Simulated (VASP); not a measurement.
# Re (P6_3/mmc) in VASP: settings compared, part 2 of 2

VASP 6.6.1. The steps go on from the part before.

### Step 3. Single point, PBE0

This run uses another cell than the first one, of 14.71 Å³/atom.

The input, POSCAR:

```
Re
1.0
    2.7608000000      0.0000000000      0.0000000000
   -1.3804000000      2.3909229348      0.0000000000
    0.0000000000      0.0000000000      4.4582000000
Re
2
Direct
    0.6666666667      0.3333333333      0.7500000000
    0.3333333333      0.6666666667      0.2500000000
```

The input, INCAR.step1:

```
SYSTEM = Re
PREC = Accurate
ENCUT = 410
EDIFF = 1E-5
ISMEAR = -1
SIGMA = 0.05
LREAL = .False.
LASPH = .True.
NELM = 120
ALGO = Normal
ISIF = 2
LWAVE = .True.
LCHARG = .False.
GGA = PE
NBANDS = 22
GGA_COMPAT = .False.
```

The input, INCAR.step2:

```
SYSTEM = Re
PREC = Accurate
ENCUT = 410
EDIFF = 1E-6
ISMEAR = -1
SIGMA = 0.05
LREAL = .False.
LASPH = .True.
NELM = 120
ALGO = Normal
ISIF = 2
LWAVE = .False.
LCHARG = .False.
GGA = PE
LHFCALC = .True.
AEXX = 0.25
PRECFOCK = Normal
ISTART = 1
NBANDS = 22
GGA_COMPAT = .False.
```

The input, KPOINTS:

```
Automatic mesh
0
Gamma
  6 6 3
  0 0 0
```

Potentials or basis: VASP PAW PBE potentials, release 64 (Re_sv_GW).

Run with:

```bash
$ cat potpaw_PBE.64/Re_sv_GW/POTCAR > POTCAR
$ cp INCAR.step1 INCAR
$ mpirun -np 1 vasp_std > vasp.out
$ cp INCAR.step2 INCAR
$ mpirun -np 1 vasp_std > vasp.out
```

OUTCAR:

```text
SYSTEM = Re
   PREC = Accurate
   ENCUT = 410
   EDIFF = 1E-6
   ISMEAR = -1
   LREAL = .False.
   LASPH = .True.
   NELM = 120
   ISIF = 2
   GGA = PE
   LHFCALC = .True.
   AEXX = 0.25
   PRECFOCK = Normal
   ISTART = 1

 ion  position               nearest neighbor table
   1  0.667  0.333  0.750-   2 2.74   2 2.74   2 2.74   2 2.74   2 2.74   2 2.74
   2  0.333  0.667  0.250-   1 2.74   1 2.74   1 2.74   1 2.74   1 2.74   1 2.74

  LATTYP: Found a hexagonal cell.
 ALAT       =     2.7608000000
 C/A-ratio  =     1.6148217908

  Lattice vectors:

 A1 = (   2.7608000000,   0.0000000000,   0.0000000000)
 A2 = (  -1.3804000000,   2.3909229348,   0.0000000000)
 A3 = (   0.0000000000,   0.0000000000,   4.4582000000)

Analysis of symmetry for initial positions (statically):
=====================================================================
 Subroutine PRICEL returns:
 Original cell was already a primitive cell.

 Routine SETGRP: Setting up the symmetry group for a
 hexagonal supercell.

 Subroutine GETGRP returns: Found 24 space group operations
 (whereof 12 operations were pure point group operations)
[... 158 lines left out ...]
  free energy    TOTEN  =       -32.61918518 eV

  energy without entropy =      -32.60406476  energy(sigma->0) =      -32.61162497

 E-fermi :  12.5546     XC(G=0): -11.1407

 val. band max:       12.1063297851   @ k =   0.1667  -0.0000   0.0000
 cond. band min:      12.5713969890   @ k =   0.3333   0.1667   0.3333
 fundamental gap:      0.4650672039
 Fermi energy:        12.5545626394

 k-point     1 :       0.0000    0.0000    0.0000
  band No.  band energies     occupation
      1     -71.7719      2.00000
      2     -71.6225      2.00000
      3     -32.8519      2.00000
      4     -31.6590      2.00000
      5     -31.6590      2.00000
      6     -31.4627      2.00000
[... 339 lines left out ...]
     21      25.3466      0.00000
     22      26.4261      0.00000

------------------------ aborting loop because EDIFF is reached ----------------------------------------

  FORCE on cell =-STRESS in cart. coord.  units (eV):
  Direction    XX          YY          ZZ          XY          YZ          ZX
  --------------------------------------------------------------------------------------
  -------------------------------------------------------------------------------------
  Total       -1.2825727     -1.2825727     -2.9793648     -0.0000000     -0.0000000     -0.0000000
  in kB      -69.8284685    -69.8284685   -162.2087207     -0.0000000     -0.0000000     -0.0000000
  external PRESSURE =    -100.6218859 kB  Pullay stress =       0.0000000 kB

 VOLUME and BASIS-vectors are now :
 -----------------------------------------------------------------------------
  energy-cutoff  :      410.00
  volume of cell :       29.43
      direct lattice vectors                 reciprocal lattice vectors
     2.760800000  0.000000000  0.000000000     0.362213851  0.209124264  0.000000000
    -1.380400000  2.390922935  0.000000000     0.000000000  0.418248529  0.000000000
     0.000000000  0.000000000  4.458200000     0.000000000  0.000000000  0.224305774

 POSITION                                       TOTAL-FORCE (eV/Angst)
 -----------------------------------------------------------------------------------
      1.38040      0.79697      3.34365         0.000000      0.000000      0.000000
     -0.00000      1.59395      1.11455        -0.000000     -0.000000     -0.000000
 -----------------------------------------------------------------------------------
    total drift:                                0.000000      0.000000      0.000000

  FREE ENERGIE OF THE ION-ELECTRON SYSTEM (eV)
  ---------------------------------------------------
  free  energy   TOTEN  =       -32.6191851783 eV

  energy  without entropy=      -32.6040647609  energy(sigma->0) =      -32.61162497
```

OSZICAR.step1:

```text
N       E                     dE             d eps       ncg     rms          rms(c)
DAV:   1     0.222818076656E+03    0.22282E+03   -0.18504E+04   656   0.118E+03
DAV:   2    -0.205199022589E+02   -0.24334E+03   -0.23384E+03   752   0.376E+02
DAV:   3    -0.301195413018E+02   -0.95996E+01   -0.95314E+01   748   0.692E+01
DAV:   4    -0.302041594342E+02   -0.84618E-01   -0.84613E-01   686   0.661E+00
DAV:   5    -0.302046628668E+02   -0.50343E-03   -0.50342E-03   778   0.466E-01    0.206E+02
DAV:   6    -0.284377125084E+02    0.17670E+01   -0.26063E+00   658   0.117E+01    0.111E+02
DAV:   7    -0.281545819893E+02    0.28313E+00   -0.17866E+00   718   0.904E+00    0.436E+00
DAV:   8    -0.281158428902E+02    0.38739E-01   -0.15709E-01   664   0.314E+00    0.721E-01
DAV:   9    -0.281160573292E+02   -0.21444E-03   -0.21889E-03   744   0.370E-01    0.169E+00
DAV:  10    -0.281160041045E+02    0.53225E-04   -0.24676E-04   676   0.128E-01    0.212E-01
DAV:  11    -0.281160038480E+02    0.25641E-06   -0.43046E-06   434   0.171E-02
   1 F= -.28116004E+02 E0= -.28104059E+02  d E =-.238888E-01
```

It took 24 min on 1 thread of Intel Xeon 6975P-C (Granite Rapids), shared host; peak memory 0.14 GiB.

Results:

```yaml
Free_energy: -32.6192 eV
Pressure: -10.1 GPa
Band_gap_on_the_k_mesh: zero (bands 15 and 16 overlap by 3.81 eV)
```

Caveat: the k points lie up to 0.47 Å⁻¹ apart, too coarse for converged energies and pressures of a metal; the PAW data sets were made with another functional, which shifts forces and pressure a little; spin-orbit coupling is left out, which moves the levels of the heavy elements.

### Step 4. Single point, LDA (14.33 Å³/atom)

This run uses another cell than the first one, of 14.33 Å³/atom.

The input, INCAR:

```
PREC     = Accurate       # precision mode
ENCUT    = 560            # plane-wave cutoff, eV
EDIFF    = 1E-6           # SCF threshold, eV
ISMEAR   = 1              # smearing method
SIGMA    = 0.1            # smearing width, eV
LREAL    = False          # projectors in reciprocal space
LASPH    = True           # aspherical terms in the spheres
NELM     = 120            # most SCF steps
ALGO     = Normal         # electronic algorithm
ISIF     = 2              # what is computed and relaxed
LWAVE    = False          # write WAVECAR
LCHARG   = False          # write CHGCAR
GGA      = CA             # functional
NBANDS   = 22             # bands
GGA_COMPAT= False
```

The input, KPOINTS:

```
regular mesh
0
Gamma
  11 11 6
```

The input, POSCAR:

```
Re
1.0
    2.7372168791      0.0000000000      0.0000000000
   -1.3686084395      2.3704993530      0.0000000000
    0.0000000000      0.0000000000      4.4158940013
Re
2
Direct
    0.6666666667      0.3333333333      0.7500000000
    0.3333333333      0.6666666667      0.2500000000
```

Potentials or basis: VASP PAW LDA potentials, release 64 (Re_sv_GW).

Run with:

```bash
$ cat potpaw_LDA.64/Re_sv_GW/POTCAR > POTCAR
$ mpirun -np 1 vasp_std > vasp.out
```

OUTCAR:

```text
PREC = Accurate
   ENCUT = 560
   EDIFF = 1E-6
   ISMEAR = 1
   LREAL = False
   LASPH = True
   NELM = 120
   ISIF = 2
   GGA = CA

 ion  position               nearest neighbor table
   1  0.667  0.333  0.750-   2 2.72   2 2.72   2 2.72   2 2.72   2 2.72   2 2.72
   2  0.333  0.667  0.250-   1 2.72   1 2.72   1 2.72   1 2.72   1 2.72   1 2.72

  LATTYP: Found a hexagonal cell.
 ALAT       =     2.7372168791
 C/A-ratio  =     1.6132788143

  Lattice vectors:

 A1 = (   2.7372168791,   0.0000000000,   0.0000000000)
 A2 = (  -1.3686084395,   2.3704993530,   0.0000000000)
 A3 = (   0.0000000000,   0.0000000000,   4.4158940013)

Analysis of symmetry for initial positions (statically):
=====================================================================
 Subroutine PRICEL returns:
 Original cell was already a primitive cell.

 Routine SETGRP: Setting up the symmetry group for a
 hexagonal supercell.

 Subroutine GETGRP returns: Found 24 space group operations
 (whereof 12 operations were pure point group operations)
 out of a pool of 24 trial point group operations.

The static configuration has the point symmetry D_3d.
 The point group associated with its full space group is D_6h.

Analysis of symmetry for dynamics (positions and initial velocities):
=====================================================================
 Subroutine PRICEL returns:
 Original cell was already a primitive cell.

 Routine SETGRP: Setting up the symmetry group for a
 hexagonal supercell.

 Subroutine GETGRP returns: Found 24 space group operations
 (whereof 12 operations were pure point group operations)
 out of a pool of 24 trial point group operations.

The dynamic configuration has the point symmetry D_3d.
 The point group associated with its full space group is D_6h.

 Subroutine INISYM returns: Found 24 space group operations
 (whereof 12 operations are pure point group operations),
[... 111 lines left out ...]
   ISMEAR =     1;   SIGMA  =   0.10  broadening in eV -4-tet -1-fermi 0-gaus
   EFERMI_NEDOS =   21; number of points for ismear=-14 and -15
   IALGO  =     38    algorithm
   IMIX   =      4    mixing-type and parameters
     AMIX     =   0.40;   BMIX     =  1.00
     AMIX_MAG =   1.60;   BMIX_MAG =  1.00
  volume/ion in A,a.u.               =      14.33        96.68
  Fermi-wavevector in a.u.,A,eV,Ry     =   1.662364  3.141412 37.599057  2.763453
  Thomas-Fermi vector in A             =   2.749267
   LORBIT       =      0    0 simple, 1 ext, 2 COOP (PROOUT), +10 PAW based schemes
   GGA     = CA    functional components
   LHFCALC =     F    Hartree Fock is set to
   AEXX    =    0.0000 exact exchange contribution
   IVDW    =     0    specifies the selected vdW correction
   LEPSILON=     F    determine dielectric tensor
   LRPA    =     F    only Hartree local field effects (RPA)
 non-spin polarized calculation
 Methfessel and Paxton  Order N= 1 SIGMA  =   0.10
  energy-cutoff  :      560.00
  volume of cell :       28.65
 maximum number of plane-waves:       878
 NGX is ok and might be reduce to    24
   NGX = 11   NGY = 11   NGZ = 17

 number of electron      30.0000002 magnetization

 Free energy of the ion-electron system (eV)
  ---------------------------------------------------
  ext. energy  EPLUGINS =         0.00000000
  ---------------------------------------------------
  free energy    TOTEN  =       -30.75509090 eV

  energy without entropy =      -30.75623321  energy(sigma->0) =      -30.75547167

 E-fermi :  13.2804     XC(G=0): -14.5799

 val. band max:       13.2067444504   @ k =   0.1818   0.0000   0.1667
 cond. band min:      13.2842120089   @ k =   0.3636  -0.0000   0.3333
 fundamental gap:      0.0774675585
 Fermi energy:        13.2804193006

 k-point     1 :       0.0000    0.0000    0.0000
  band No.  band energies     occupation
      1     -66.1845      2.00000
      2     -66.0422      2.00000
      3     -28.9676      2.00000
      4     -27.7970      2.00000
      5     -27.7970      2.00000
      6     -27.6021      2.00000
[... 589 lines left out ...]
     21      24.6887      0.00000
     22      29.3196      0.00000

 [... further k-points ...]

------------------------ aborting loop because EDIFF is reached ----------------------------------------

  FORCE on cell =-STRESS in cart. coord.  units (eV):
  Direction    XX          YY          ZZ          XY          YZ          ZX
  --------------------------------------------------------------------------------------
  -------------------------------------------------------------------------------------
  Total       -0.0229638     -0.0229638      0.0013471     -0.0000000      0.0000000     -0.0000000
  in kB       -1.2840652     -1.2840652      0.0753250     -0.0000000      0.0000000     -0.0000000
  external PRESSURE =      -0.8309351 kB  Pullay stress =       0.0000000 kB

 VOLUME and BASIS-vectors are now :
 -----------------------------------------------------------------------------
  energy-cutoff  :      560.00
  volume of cell :       28.65
      direct lattice vectors                 reciprocal lattice vectors
     2.737216879  0.000000000  0.000000000     0.365334588  0.210926023  0.000000000
    -1.368608439  2.370499353  0.000000000     0.000000000  0.421852045  0.000000000
     0.000000000  0.000000000  4.415894001     0.000000000  0.000000000  0.226454711

 POSITION                                       TOTAL-FORCE (eV/Angst)
 -----------------------------------------------------------------------------------
      1.36861      0.79017      3.31192        -0.000000     -0.000000      0.000000
     -0.00000      1.58033      1.10397         0.000000      0.000000      0.000000
 -----------------------------------------------------------------------------------
    total drift:                               -0.000000      0.000000     -0.000000

  FREE ENERGIE OF THE ION-ELECTRON SYSTEM (eV)
  ---------------------------------------------------
  free  energy   TOTEN  =       -30.7550909008 eV

  energy  without entropy=      -30.7562332077  energy(sigma->0) =      -30.75547167
```

OSZICAR:

```text
N       E                     dE             d eps       ncg     rms          rms(c)
DAV:   1     0.293553015945E+03    0.29355E+03   -0.21700E+04  2840   0.152E+03
DAV:   2    -0.192338737314E+02   -0.31279E+03   -0.30119E+03  3436   0.442E+02
DAV:   3    -0.328157142676E+02   -0.13582E+02   -0.13459E+02  3490   0.858E+01
DAV:   4    -0.329626703200E+02   -0.14696E+00   -0.14694E+00  3022   0.897E+00
DAV:   5    -0.329638050968E+02   -0.11348E-02   -0.11348E-02  3476   0.716E-01    0.155E+02
DAV:   6    -0.310709351264E+02    0.18929E+01   -0.27677E+00  3104   0.117E+01    0.924E+01
DAV:   7    -0.308405511017E+02    0.23038E+00   -0.21714E+00  3324   0.966E+00    0.902E+00
DAV:   8    -0.307548755093E+02    0.85676E-01   -0.31979E-01  3038   0.421E+00    0.152E+00
DAV:   9    -0.307551469726E+02   -0.27146E-03   -0.36434E-03  3276   0.517E-01    0.143E+00
DAV:  10    -0.307550904282E+02    0.56544E-04   -0.25312E-04  3112   0.126E-01    0.101E-01
DAV:  11    -0.307550909008E+02   -0.47268E-06   -0.32845E-06  3362   0.148E-02
   1 F= -.30755091E+02 E0= -.30755472E+02  d E =0.114231E-02
```

It took 30 s on 1 thread of Intel Xeon Platinum 8259CL at 2.50GHz (Skylake/Cascade Lake), shared host; peak memory 0.17 GiB.

What came out:

* Free energy: -30.7551 eV
* Pressure: -0.1 GPa
* Band gap on the k mesh: zero (bands 15 and 16 overlap by 3.34 eV)

Caveat: spin-orbit coupling is left out, which moves the levels of the heavy elements.

### Step 5. Summary

```tsv
level	potentials or basis	cell	k mesh	cutoff (eV)	smearing	grid for exact exchange (PRECFOCK)	share of exact exchange	screening parameter	gap on the mesh (eV)	pressure (GPa)
HSE06	VASP PAW PBE potentials, release 64 (Re_sv_GW)	a = 2.774, b = 2.774, c = 4.367 Å, angles 90.0, 90.0, 120.0°, 2 atoms	6 × 6 × 3	410	fermi-dirac 0.05 eV	Normal	0.25	0.2079 1/Å	none	-7.0
PBE0	VASP PAW PBE potentials, release 64 (Re_sv_GW)	a = 2.761, b = 2.761, c = 4.458 Å, angles 90.0, 90.0, 120.0°, 2 atoms	6 × 6 × 3	410	fermi-dirac 0.05 eV	Normal	0.25	-	none	-10.1
LDA	VASP PAW LDA potentials, release 64 (Re_sv_GW)	a = 2.737, b = 2.737, c = 4.416 Å, angles 90.0, 90.0, 120.0°, 2 atoms	11 × 11 × 6	560	methfessel-paxton 0.1 eV	-	-	-	none	-0.1
```

Alike in all rows: task single point; no spin polarisation.

Caveats: some runs use coarse meshes; spin-orbit coupling is left out, which moves the levels of the heavy elements; the PAW data sets were made with another functional, which shifts forces and pressure a little (at least some runs).

Total energies depend on the potentials used, so only differences within one code and one set of settings carry meaning.

The gap in the log of VASP goes by the Fermi energy; the results here count the filled bands.